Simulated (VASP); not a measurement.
# Zr3H (P6_3/mcm) in VASP: further runs, part 3 of 3

VASP 6.6.1. The steps go on from the part before.

## (4) Single point, PBE

INCAR reads:

```
ALGO = Normal
EDIFF = 1E-6
ENCUT = 520
GGA = PE
ISIF = 2
ISMEAR = 0
LASPH = True
LCHARG = False
LREAL = False
LWAVE = False
NBANDS = 47
NELM = 100
PREC = Accurate
SIGMA = 0.1
```

KPOINTS reads:

```
k-points
0
Gamma
  6 6 4
```

POSCAR reads:

```
Zr3H
1.0
    5.6057228472      0.0000000000      0.0000000000
   -2.8028614236      4.8546983922      0.0000000000
    0.0000000000      0.0000000000      5.2635338844
Zr H
6 2
Direct
    0.3381108020      0.0000000000      0.2500000000
    0.3381108020      0.3381108020      0.7500000000
    0.0000000000      0.3381108020      0.2500000000
    0.6618891980      0.0000000000      0.7500000000
    0.6618891980      0.6618891980      0.2500000000
    0.0000000000      0.6618891980      0.7500000000
    0.0000000000      0.0000000000      0.0000000000
    0.0000000000      0.0000000000      0.5000000000
```

Potentials or basis: VASP PAW PBE potentials, release 64 (Zr_sv, H).

Started as:

```sh
cat potpaw_PBE.64/Zr_sv/POTCAR potpaw_PBE.64/H/POTCAR > POTCAR
mpirun -np 1 vasp_std > vasp.out
```

OUTCAR:

```text
EDIFF = 1E-6
   ENCUT = 520
   GGA = PE
   ISIF = 2
   ISMEAR = 0
   LASPH = True
   LREAL = False
   NELM = 100
   PREC = Accurate

 ion  position               nearest neighbor table
   1  0.338  0.000  0.250-   7 2.31   8 2.31   4 3.20   4 3.20   5 3.21   3 3.21   3 3.21   5 3.21
                             2 3.24   2 3.24   6 3.24   6 3.24   3 3.28   5 3.28
   2  0.338  0.338  0.750-   7 2.31   8 2.31   5 3.20   5 3.20   4 3.21   4 3.21   6 3.21   6 3.21
                             1 3.24   1 3.24   3 3.24   3 3.24   6 3.28   4 3.28
   3  0.000  0.338  0.250-   7 2.31   8 2.31   6 3.20   6 3.20   1 3.21   1 3.21   5 3.21   5 3.21
                             4 3.24   4 3.24   2 3.24   2 3.24   5 3.28   1 3.28
   4  0.662  0.000  0.750-   7 2.31   8 2.31   1 3.20   1 3.20   6 3.21   2 3.21   2 3.21   6 3.21
                             3 3.24   5 3.24   5 3.24   3 3.24   6 3.28   2 3.28
   5  0.662  0.662  0.250-   7 2.31   8 2.31   2 3.20   2 3.20   1 3.21   1 3.21   3 3.21   3 3.21
                             4 3.24   4 3.24   6 3.24   6 3.24   3 3.28   1 3.28
   6  0.000  0.662  0.750-   7 2.31   8 2.31   3 3.20   3 3.20   4 3.21   4 3.21   2 3.21   2 3.21
                             1 3.24   1 3.24   5 3.24   5 3.24   2 3.28   4 3.28
   7  0.000  0.000  0.000-   2 2.31   3 2.31   5 2.31   6 2.31   1 2.31   4 2.31
   8  0.000  0.000  0.500-   2 2.31   3 2.31   5 2.31   6 2.31   1 2.31   4 2.31

  LATTYP: Found a hexagonal cell.
 ALAT       =     5.6057228472
 C/A-ratio  =     0.9389572100

  Lattice vectors:

 A1 = (   5.6057228472,   0.0000000000,   0.0000000000)
 A2 = (  -2.8028614236,   4.8546983922,   0.0000000000)
 A3 = (   0.0000000000,   0.0000000000,   5.2635338844)

Analysis of symmetry for initial positions (statically):
=====================================================================
 Subroutine PRICEL returns:
 Original cell was already a primitive cell.

 Routine SETGRP: Setting up the symmetry group for a
 hexagonal supercell.

 Subroutine GETGRP returns: Found 24 space group operations
 (whereof 12 operations were pure point group operations)
 out of a pool of 24 trial point group operations.

The static configuration has the point symmetry D_3d.
 The point group associated with its full space group is D_6h.

Analysis of symmetry for dynamics (positions and initial velocities):
=====================================================================
 Subroutine PRICEL returns:
 Original cell was already a primitive cell.

 Routine SETGRP: Setting up the symmetry group for a
 hexagonal supercell.

 Subroutine GETGRP returns: Found 24 space group operations
 (whereof 12 operations were pure point group operations)
 out of a pool of 24 trial point group operations.

The dynamic configuration has the point symmetry D_3d.
 The point group associated with its full space group is D_6h.

 Subroutine INISYM returns: Found 24 space group operations
 (whereof 12 operations are pure point group operations),
 and found     1 'primitive' translations

----------------------------------------------------------------------------------------

                                     Primitive cell

  volume of cell :     143.2423

  direct lattice vectors                    reciprocal lattice vectors
     5.605722847  0.000000000  0.000000000     0.178389126  0.102993010  0.000000000
    -2.802861424  4.854698392  0.000000000     0.000000000  0.205986020  0.000000000
[... 76 lines left out ...]
   number of dos      NEDOS =    301   number of ions     NIONS =      8
   total plane-waves  NPLWV =  70560
   dimension x,y,z NGX =    42 NGY =   42 NGZ =   40
   dimension x,y,z NGXF=    84 NGYF=   84 NGZF=   80
   ions per type =               6   2
   NGX,Y,Z   is equivalent  to a cutoff of  12.46, 12.46, 12.63 a.u.
   NGXF,Y,Z  is equivalent  to a cutoff of  24.91, 24.91, 25.27 a.u.
 SYSTEM =  unknown system
   PREC   = accura    normal or accurate (medium, high low for compatibility)
   ISTART =      0    job   : 0-new  1-cont  2-samecut
   ICHARG =      2    charge: 1-file 2-atom 10-const
   ISPIN  =      1    spin polarized calculation?
   LNONCOLLINEAR =      F non collinear calculations
   LSORBIT =      F    spin-orbit coupling
   LASPH  =      T    aspherical Exc in radial PAW
   ENCUT  =  520.0 eV  38.22 Ry    6.18 a.u.  10.42 10.42  9.79*2*pi/ulx,y,z
   NELM   =    100;   NELMIN=  2; NELMDL= -5     # of ELM steps
   EDIFF  = 0.1E-05   stopping-criterion for ELM
   LREAL  =      F    real-space projection
   EDIFFG = 0.1E-04   stopping-criterion for IOM
   NSW    =      0    number of steps for IOM
   IBRION =     -1    ionic relax: 0-MD 1-quasi-New 2-CG
   NFREE  =      0    steps in history (QN), initial steepest desc. (CG)
   ISIF   =      2    stress and relaxation
   ISYM   =      2    0-nonsym 1-usesym 2-fastsym
   POTIM  = 0.5000    time-step for ionic-motion
   TEBEG  =    0.0;   TEEND  =   0.0 temperature during run
   PSTRESS=    0.0 pullay stress
   NELECT =      74.0000    total number of electrons
   NUPDOWN=      -1.0000    fix difference up-down
   EMIN   =  10.00;   EMAX   =-10.00  energy-range for DOS
   EFERMI =   0.00;   METHOD = LEGACY
   ISMEAR =     0;   SIGMA  =   0.10  broadening in eV -4-tet -1-fermi 0-gaus
   EFERMI_NEDOS =   21; number of points for ismear=-14 and -15
   IALGO  =     38    algorithm
   IMIX   =      4    mixing-type and parameters
     AMIX     =   0.40;   BMIX     =  1.00
     AMIX_MAG =   1.60;   BMIX_MAG =  1.00
  volume/ion in A,a.u.               =      17.91       120.83
  Fermi-wavevector in a.u.,A,eV,Ry     =   1.313595  2.482335 23.477302  1.725533
  Thomas-Fermi vector in A             =   2.443907
   LORBIT       =      0    0 simple, 1 ext, 2 COOP (PROOUT), +10 PAW based schemes
   GGA     = PE    functional components
   LHFCALC =     F    Hartree Fock is set to
   AEXX    =    0.0000 exact exchange contribution
   IVDW    =     0    specifies the selected vdW correction
   LEPSILON=     F    determine dielectric tensor
   LRPA    =     F    only Hartree local field effects (RPA)
 non-spin polarized calculation
 Gauss-broadening in eV      SIGMA  =   0.10
  energy-cutoff  :      520.00
  volume of cell :      143.24
 maximum number of plane-waves:      3896
 NGX is ok and might be reduce to    42
   NGX = 21   NGY = 21   NGZ = 19

 number of electron      74.0000001 magnetization

 Free energy of the ion-electron system (eV)
  ---------------------------------------------------
  ext. energy  EPLUGINS =         0.00000000
  ---------------------------------------------------
  free energy    TOTEN  =       -58.75235777 eV

  energy without entropy =      -58.70818203  energy(sigma->0) =      -58.73026990

 E-fermi :   8.9714     XC(G=0): -11.1462

 val. band max:        8.9698777733   @ k =   0.3333   0.0000   0.0000
 cond. band min:       8.9893948210   @ k =   0.0000   0.0000   0.0000
 fundamental gap:      0.0195170477
 Fermi energy:         8.9713767180

 k-point     1 :       0.0000    0.0000    0.0000
  band No.  band energies     occupation
      1     -39.8919      2.00000
      2     -39.7616      2.00000
      3     -39.7357      2.00000
      4     -39.7357      2.00000
      5     -39.7292      2.00000
      6     -39.7292      2.00000
[... 1039 lines left out ...]
     46      10.9793      0.00000
     47      11.0732      0.00000

------------------------ aborting loop because EDIFF is reached ----------------------------------------

  FORCE on cell =-STRESS in cart. coord.  units (eV):
  Direction    XX          YY          ZZ          XY          YZ          ZX
  --------------------------------------------------------------------------------------
  -------------------------------------------------------------------------------------
  Total        0.0193726      0.0193726     -0.0208921      0.0000000      0.0000000     -0.0000000
  in kB        0.2166847      0.2166847     -0.2336803      0.0000000      0.0000000     -0.0000000
  external PRESSURE =       0.0665630 kB  Pullay stress =       0.0000000 kB

 VOLUME and BASIS-vectors are now :
 -----------------------------------------------------------------------------
  energy-cutoff  :      520.00
  volume of cell :      143.24
      direct lattice vectors                 reciprocal lattice vectors
     5.605722847  0.000000000  0.000000000     0.178389126  0.102993010  0.000000000
    -2.802861424  4.854698392  0.000000000     0.000000000  0.205986020  0.000000000
     0.000000000  0.000000000  5.263533884     0.000000000  0.000000000  0.189986428

 POSITION                                       TOTAL-FORCE (eV/Angst)
 -----------------------------------------------------------------------------------
      1.89536      0.00000      1.31588        -0.006404      0.000000     -0.000000
      0.94768      1.64143      3.94765        -0.003202     -0.005546     -0.000000
     -0.94768      1.64143      1.31588         0.003202     -0.005546     -0.000000
      3.71037      0.00000      3.94765         0.006404      0.000000      0.000000
      1.85518      3.21327      1.31588         0.003202      0.005546     -0.000000
     -1.85518      3.21327      3.94765        -0.003202      0.005546      0.000000
      0.00000      0.00000      0.00000        -0.000000      0.000000     -0.000000
      0.00000      0.00000      2.63177        -0.000000      0.000000     -0.000000
 -----------------------------------------------------------------------------------
    total drift:                                0.000000      0.000000      0.000000

  FREE ENERGIE OF THE ION-ELECTRON SYSTEM (eV)
  ---------------------------------------------------
  free  energy   TOTEN  =       -58.7523577662 eV

  energy  without entropy=      -58.7081820319  energy(sigma->0) =      -58.73026990
```

Wall time 96 s (1 thread of AMD EPYC 9R45 (Zen 5), shared host); peak memory 0.27 GiB.

What came out:

| Item | Value |
| --- | --- |
| Free energy | -58.7524 eV |
| Pressure | 0.0 GPa |
| Largest force | 0.006 eV/Å |
| Band gap on the k mesh | zero (band 37 reaches 9.25 eV, above the bottom of band 38 at 8.68 eV) |

Forces on the atoms (eV/Å):
```
Zr  -0.006  0.000  0.000
Zr  -0.003 -0.006  0.000
Zr   0.003 -0.006  0.000
Zr   0.006  0.000  0.000
Zr   0.003  0.006  0.000
Zr  -0.003  0.006  0.000
H    0.000  0.000  0.000
H    0.000  0.000  0.000
```

Levels at points of the mesh, in eV from the Fermi level:
```csv
k point,band 33,band 34,band 35,band 36,band 37,band 38,band 39,band 40,band 41,band 42
"(0.00, 0.00, 0.00)",-1.33,-1.02,-0.13,-0.13,0.02,0.27,0.27,0.74,0.74,0.77
"(0.50, 0.00, 0.00)",-1.59,-1.15,-1.12,-0.46,0.24,0.25,0.46,0.48,0.59,0.59
"(0.00, 0.00, 0.50)",-1.23,-1.23,-0.22,-0.22,-0.13,-0.13,-0.13,-0.13,0.73,0.73
"(0.50, 0.00, 0.50)",-0.88,-0.88,-0.72,-0.72,-0.22,-0.22,0.00,0.00,0.98,0.98
```

## (5) The runs side by side

| cell | k mesh | gap on the mesh (eV) | pressure (GPa) | largest force (eV/Å) |
| --- | --- | --- | --- | --- |
| a = 5.614, b = 5.614, c = 5.238 Å, angles 90.0, 90.0, 120.0°, 8 atoms | 3 × 3 × 4 | none | 0.0 | 0.02 |
| a = 5.947, b = 5.947, c = 5.093 Å, angles 90.0, 90.0, 120.0°, 8 atoms | 3 × 3 × 4 | none | 22.3 | 6.95 |
| a = 5.606, b = 5.606, c = 5.264 Å, angles 90.0, 90.0, 120.0°, 8 atoms | 6 × 6 × 4 | none | 0.0 | 0.01 |

Alike in all rows: task single point; level PBE; potentials or basis VASP PAW PBE potentials, release 64 (Zr_sv, H); no spin polarisation; cutoff (eV) 520; smearing gaussian 0.1 eV.

Caveats: some runs use coarse meshes; forces of over 1 eV/Å act on the atoms, so gaps and moduli don't describe the material at rest (some runs).

Absolute energies hang on the potentials; compare differences alone.
